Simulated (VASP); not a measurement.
A run of VASP 6.6.1 is set up as follows.

The input INCAR:

```
PREC = Accurate
ENCUT = 690
EDIFF = 1E-6
ISMEAR = -1
SIGMA = 0.1
LREAL = False
LASPH = True
NELM = 200
ALGO = Normal
ISIF = 2
LWAVE = False
LCHARG = False
ISPIN = 2
MAGMOM = 1.5 1.5 1.5 0
LORBIT = 11
LMAXMIX = 4
GGA = PS
NBANDS = 49
GGA_COMPAT = False
```

The input KPOINTS:

```
Automatic mesh
0
Gamma
  6 6 6
```

The input POSCAR:

```
Ni3Hg
1.0
    3.7449110000      0.0000000000      0.0000000000
    0.0000000000      3.7449110000      0.0000000000
    0.0000000000      0.0000000000      3.7449110000
Ni Hg
3 1
Direct
    0.0000000000      0.5000000000      0.5000000000
    0.5000000000      0.0000000000      0.5000000000
    0.5000000000      0.5000000000      0.0000000000
    0.0000000000      0.0000000000      0.0000000000
```

Potentials or basis: VASP PAW PBE potentials, release 64 (Ni_sv_GW, Hg_sv_GW).

The run is started by

```bash
$ cat potpaw_PBE.64/Ni_sv_GW/POTCAR potpaw_PBE.64/Hg_sv_GW/POTCAR > POTCAR
$ mpirun -np 1 vasp_std > vasp.out
```

(1) What does it give for the pressure?

(2) Estimate the net moment.

Answers

(1) -7.9 GPa.

(2) -1.09 μB per cell.

Caveat: the cell stands under tension; the PAW data sets were made with another functional, which shifts forces and pressure a little.
